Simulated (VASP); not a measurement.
# PbO (Litharge) (P4/nmm) in VASP: single point with PBEsol

Aim: the single point of PbO (Litharge) with PBEsol.

Program: VASP 6.6.1. These are calculated values, not measurements. Logs are shortened: lines on timing, memory, paths and dates and some standing lists are left out, and cuts for length are marked.

### Step 1. The cell of the first run

Symmetry: P4/nmm, No. 129, tetragonal system. The conventional cell has a = 3.990 Å, b = 3.990 Å, c = 5.010 Å, α = 90.00°, β = 90.00°, γ = 90.00°. Pb (site symmetry 4mm) has 4 O at 2.33 Å within 3.1 Å. Within 3.1 Å of O (site symmetry -4m2) lie 4 Pb at 2.33 Å and 4 O at 2.82 Å.

### Step 2. Single point, PBEsol

File INCAR:

```
PREC = Accurate
ENCUT = 520
EDIFF = 1E-6
ISMEAR = 0
SIGMA = 0.01
LREAL = False
LASPH = True
NELM = 80
ALGO = Normal
ISIF = 2
LWAVE = False
LCHARG = True
GGA = PS
LELF = True
LVHAR = True
NBANDS = 28
```

File KPOINTS:

```
regular mesh
0
Gamma
  4 4 4
```

File POSCAR:

```
PbO
1.0
    3.9900000000      0.0000000000      0.0000000000
    0.0000000000      3.9900000000      0.0000000000
    0.0000000000      0.0000000000      5.0100000000
Pb O
2 2
Direct
    0.0000000000      0.5000000000      0.2400000000
    0.5000000000      0.0000000000      0.7600000000
    0.0000000000      0.0000000000      0.0000000000
    0.5000000000      0.5000000000      0.0000000000
```

Potentials or basis: VASP PAW PBE potentials, release 64 (Pb_d, O).

Launch:

```bash
$ cat potpaw_PBE.64/Pb_d/POTCAR potpaw_PBE.64/O/POTCAR > POTCAR
$ mpirun -np 1 vasp_std > vasp.out
```

OUTCAR:

```text
PREC = Accurate
   ENCUT = 520
   EDIFF = 1E-6
   ISMEAR = 0
   LREAL = False
   LASPH = True
   NELM = 80
   ISIF = 2
   GGA = PS

 ion  position               nearest neighbor table
   1  0.000  0.500  0.240-   3 2.33   4 2.33   3 2.33   4 2.33   2 3.71   2 3.71   2 3.71   2 3.71
                             2 3.84   2 3.84   2 3.84   2 3.84
   2  0.500  0.000  0.760-   3 2.33   4 2.33   4 2.33   3 2.33   1 3.71   1 3.71   1 3.71   1 3.71
                             1 3.84   1 3.84   1 3.84   1 3.84
   3  0.000  0.000  0.000-   1 2.33   2 2.33   1 2.33   2 2.33
   4  0.500  0.500  0.000-   1 2.33   2 2.33   2 2.33   1 2.33

  LATTYP: Found a simple tetragonal cell.
 ALAT       =     3.9900000000
 C/A-ratio  =     1.2556390977

  Lattice vectors:

 A1 = (   3.9900000000,   0.0000000000,   0.0000000000)
 A2 = (   0.0000000000,   3.9900000000,   0.0000000000)
 A3 = (   0.0000000000,   0.0000000000,   5.0100000000)

Analysis of symmetry for initial positions (statically):
=====================================================================
 Subroutine PRICEL returns:
 Original cell was already a primitive cell.

 Routine SETGRP: Setting up the symmetry group for a
 simple tetragonal supercell.

 Subroutine GETGRP returns: Found 16 space group operations
 (whereof  8 operations were pure point group operations)
 out of a pool of 16 trial point group operations.

The static configuration has the point symmetry D_2d.
 The point group associated with its full space group is D_4h.

Analysis of symmetry for dynamics (positions and initial velocities):
=====================================================================
 Subroutine PRICEL returns:
 Original cell was already a primitive cell.

 Routine SETGRP: Setting up the symmetry group for a
 simple tetragonal supercell.

 Subroutine GETGRP returns: Found 16 space group operations
 (whereof  8 operations were pure point group operations)
 out of a pool of 16 trial point group operations.

The dynamic configuration has the point symmetry D_2d.
 The point group associated with its full space group is D_4h.

 Subroutine INISYM returns: Found 16 space group operations
 (whereof  8 operations are pure point group operations),
 and found     1 'primitive' translations

----------------------------------------------------------------------------------------

                                     Primitive cell

  volume of cell :      79.7597

  direct lattice vectors                    reciprocal lattice vectors
     3.990000000  0.000000000  0.000000000     0.250626566  0.000000000  0.000000000
     0.000000000  3.990000000  0.000000000     0.000000000  0.250626566  0.000000000
     0.000000000  0.000000000  5.010000000     0.000000000  0.000000000  0.199600798

  length of vectors
     3.990000000  3.990000000  5.010000000     0.250626566  0.250626566  0.199600798

  position of ions in fractional coordinates (direct lattice)
     0.000000000  0.500000000  0.240000000
     0.500000000  0.000000000  0.760000000
     0.000000000  0.000000000  0.000000000
     0.500000000  0.500000000  0.000000000

  ion indices of the primitive-cell ions
   primitive index   ion index
                 1           1
                 2           2
                 3           3
                 4           4

----------------------------------------------------------------------------------------

 KPOINTS: regular mesh

Automatic generation of k-mesh.
 Grid dimensions read from file:
 generate k-points for:    4    4    4

 Generating k-lattice:

  Cartesian coordinates                     Fractional coordinates (reciprocal lattice)
     0.062656642  0.000000000  0.000000000     0.250000000  0.000000000  0.000000000
     0.000000000  0.062656642  0.000000000     0.000000000  0.250000000  0.000000000
     0.000000000  0.000000000  0.049900200     0.000000000  0.000000000  0.250000000

  Length of vectors
     0.062656642  0.062656642  0.049900200

  Shift w.r.t. Gamma in fractional coordinates (k-lattice)
     0.000000000  0.000000000  0.000000000

 Subroutine IBZKPT returns following result:
 ===========================================

 Found     18 irreducible k-points:

 Following reciprocal coordinates:
            Coordinates               Weight
  0.000000  0.000000  0.000000      1.000000
  0.250000  0.000000  0.000000      4.000000
  0.500000  0.000000  0.000000      2.000000
  0.250000  0.250000  0.000000      4.000000
  0.500000  0.250000  0.000000      4.000000
  0.500000  0.500000  0.000000      1.000000
[... 10 lines left out ...]
  0.500000  0.250000  0.500000      4.000000
  0.500000  0.500000  0.500000      1.000000
   k-points           NKPTS =     18   k-points in BZ     NKDIM =     18   number of bands    NBANDS=     28
   number of dos      NEDOS =    301   number of ions     NIONS =      4
   total plane-waves  NPLWV =  36000
   dimension x,y,z NGX =    30 NGY =   30 NGZ =   40
   dimension x,y,z NGXF=    60 NGYF=   60 NGZF=   80
   ions per type =               2   2
   NGX,Y,Z   is equivalent  to a cutoff of  12.50, 12.50, 13.27 a.u.
   NGXF,Y,Z  is equivalent  to a cutoff of  25.00, 25.00, 26.55 a.u.
 SYSTEM =  unknown system
   PREC   = accura    normal or accurate (medium, high low for compatibility)
   ISTART =      0    job   : 0-new  1-cont  2-samecut
   ICHARG =      2    charge: 1-file 2-atom 10-const
   ISPIN  =      1    spin polarized calculation?
   LNONCOLLINEAR =      F non collinear calculations
   LSORBIT =      F    spin-orbit coupling
   LASPH  =      T    aspherical Exc in radial PAW
   ENCUT  =  520.0 eV  38.22 Ry    6.18 a.u.   7.42  7.42  9.32*2*pi/ulx,y,z
   NELM   =     80;   NELMIN=  2; NELMDL= -5     # of ELM steps
   EDIFF  = 0.1E-05   stopping-criterion for ELM
   LREAL  =      F    real-space projection
   EDIFFG = 0.1E-04   stopping-criterion for IOM
   NSW    =      0    number of steps for IOM
   IBRION =     -1    ionic relax: 0-MD 1-quasi-New 2-CG
   NFREE  =      0    steps in history (QN), initial steepest desc. (CG)
   ISIF   =      2    stress and relaxation
   ISYM   =      2    0-nonsym 1-usesym 2-fastsym
   POTIM  = 0.5000    time-step for ionic-motion
   TEBEG  =    0.0;   TEEND  =   0.0 temperature during run
   PSTRESS=    0.0 pullay stress
   NELECT =      40.0000    total number of electrons
   NUPDOWN=      -1.0000    fix difference up-down
   EMIN   =  10.00;   EMAX   =-10.00  energy-range for DOS
   EFERMI =   0.00;   METHOD = LEGACY
   ISMEAR =     0;   SIGMA  =   0.01  broadening in eV -4-tet -1-fermi 0-gaus
   EFERMI_NEDOS =   21; number of points for ismear=-14 and -15
   IALGO  =     38    algorithm
   IMIX   =      4    mixing-type and parameters
     AMIX     =   0.40;   BMIX     =  1.00
     AMIX_MAG =   1.60;   BMIX_MAG =  1.00
  volume/ion in A,a.u.               =      19.94       134.56
  Fermi-wavevector in a.u.,A,eV,Ry     =   1.300670  2.457909 23.017539  1.691741
  Thomas-Fermi vector in A             =   2.431853
   LORBIT       =      0    0 simple, 1 ext, 2 COOP (PROOUT), +10 PAW based schemes
   GGA     = PS    functional components
   LHFCALC =     F    Hartree Fock is set to
   AEXX    =    0.0000 exact exchange contribution
   IVDW    =     0    specifies the selected vdW correction
   LEPSILON=     F    determine dielectric tensor
   LRPA    =     F    only Hartree local field effects (RPA)
 non-spin polarized calculation
 Gauss-broadening in eV      SIGMA  =   0.01
  energy-cutoff  :      520.00
  volume of cell :       79.76
 maximum number of plane-waves:      2179
 NGX is ok and might be reduce to    30
   NGX = 15   NGY = 15   NGZ = 19

 number of electron      39.9999999 magnetization

 Free energy of the ion-electron system (eV)
  ---------------------------------------------------
  ext. energy  EPLUGINS =         0.00000000
  ---------------------------------------------------
  free energy    TOTEN  =       -22.86333062 eV

  energy without entropy =      -22.86333062  energy(sigma->0) =      -22.86333062

 E-fermi :   4.9411     XC(G=0): -10.0708

 val. band max:        4.8936921432   @ k =   0.0000   0.0000   0.0000
 cond. band min:       5.9961214590   @ k =   0.5000   0.5000   0.0000
 fundamental gap:      1.1024293159
 Fermi energy:         4.9410877258

 k-point     1 :       0.0000    0.0000    0.0000
  band No.  band energies     occupation
      1     -13.2950      2.00000
      2     -12.7646      2.00000
      3     -11.0265      2.00000
      4     -11.0265      2.00000
      5     -10.9654      2.00000
      6     -10.9492      2.00000
[... 20 lines left out ...]
     27      12.2851      0.00000
     28      12.8330      0.00000

 k-point     2 :       0.2500    0.0000    0.0000
  band No.  band energies     occupation
      1     -13.1746      2.00000
      2     -12.8102      2.00000
      3     -10.9970      2.00000
      4     -10.9947      2.00000
      5     -10.9213      2.00000
      6     -10.9177      2.00000
[... 20 lines left out ...]
     27      12.7609      0.00000
     28      15.6535      0.00000

 k-point     3 :       0.5000    0.0000    0.0000
  band No.  band energies     occupation
      1     -12.9593      2.00000
      2     -12.9593      2.00000
      3     -10.9326      2.00000
      4     -10.9326      2.00000
      5     -10.9321      2.00000
      6     -10.9321      2.00000
[... 20 lines left out ...]
     27      13.9389      0.00000
     28      13.9389      0.00000

 k-point     4 :       0.2500    0.2500    0.0000
  band No.  band energies     occupation
      1     -13.0900      2.00000
      2     -12.8415      2.00000
      3     -10.9887      2.00000
      4     -10.9365      2.00000
      5     -10.8974      2.00000
      6     -10.8944      2.00000
[... 392 lines left out ...]
     27      15.4148      0.00000
     28      15.9842      0.00000

 k-point    17 :       0.5000    0.2500    0.5000
  band No.  band energies     occupation
      1     -12.9497      2.00000
      2     -12.9497      2.00000
      3     -10.9530      2.00000
      4     -10.9530      2.00000
      5     -10.8850      2.00000
      6     -10.8850      2.00000
[... 20 lines left out ...]
     27      15.7260      0.00000
     28      15.7260      0.00000

 k-point    18 :       0.5000    0.5000    0.5000
  band No.  band energies     occupation
      1     -12.9342      2.00000
      2     -12.9342      2.00000
      3     -10.8971      2.00000
      4     -10.8971      2.00000
      5     -10.8692      2.00000
      6     -10.8692      2.00000
[... 20 lines left out ...]
     27      15.9132      0.00000
     28      15.9132      0.00000

------------------------ aborting loop because EDIFF is reached ----------------------------------------

  FORCE on cell =-STRESS in cart. coord.  units (eV):
  Direction    XX          YY          ZZ          XY          YZ          ZX
  --------------------------------------------------------------------------------------
  -------------------------------------------------------------------------------------
  Total       -0.3339106     -0.3339106     -0.5250370      0.0000000     -0.0000000      0.0000000
  in kB       -6.7074469     -6.7074469    -10.5467083      0.0000000     -0.0000000      0.0000000
  external PRESSURE =      -7.9872007 kB  Pullay stress =       0.0000000 kB

 VOLUME and BASIS-vectors are now :
 -----------------------------------------------------------------------------
  energy-cutoff  :      520.00
  volume of cell :       79.76
      direct lattice vectors                 reciprocal lattice vectors
     3.990000000  0.000000000  0.000000000     0.250626566  0.000000000  0.000000000
     0.000000000  3.990000000  0.000000000     0.000000000  0.250626566  0.000000000
     0.000000000  0.000000000  5.010000000     0.000000000  0.000000000  0.199600798

 POSITION                                       TOTAL-FORCE (eV/Angst)
 -----------------------------------------------------------------------------------
      0.00000      1.99500      1.20240        -0.000000      0.000000     -0.290972
      1.99500      0.00000      3.80760        -0.000000     -0.000000      0.290972
      0.00000      0.00000      0.00000        -0.000000      0.000000      0.000000
      1.99500      1.99500      0.00000         0.000000     -0.000000      0.000000
 -----------------------------------------------------------------------------------
    total drift:                                0.000000      0.000000      0.000000

  FREE ENERGIE OF THE ION-ELECTRON SYSTEM (eV)
  ---------------------------------------------------
  free  energy   TOTEN  =       -22.8633306156 eV

  energy  without entropy=      -22.8633306156  energy(sigma->0) =      -22.86333062
```

Wall time 23 s (1 thread of Intel Xeon 6975P-C (Granite Rapids), shared host); peak memory 0.19 GiB.

What came out:

```
Free energy            : -22.8633 eV
Pressure               : -0.8 GPa
Largest force          : 0.291 eV/Å
Band gap on the k mesh : 1.10 eV, indirect (least direct gap 2.04 eV)
```

Forces on the atoms (eV/Å):
```
Pb   0.000  0.000 -0.291
Pb   0.000  0.000  0.291
O    0.000  0.000  0.000
O    0.000  0.000  0.000
```

Stress tensor (GPa, compression positive):
```
-0.67  0.00  0.00
 0.00 -0.67  0.00
 0.00  0.00 -1.05
```

Caveat: the PAW data sets were made with another functional, which shifts forces and pressure a little; spin-orbit coupling is left out, which moves the levels of the heavy elements. Expect the measured gap to be larger: semilocal functionals such as PBEsol lack the derivative discontinuity.
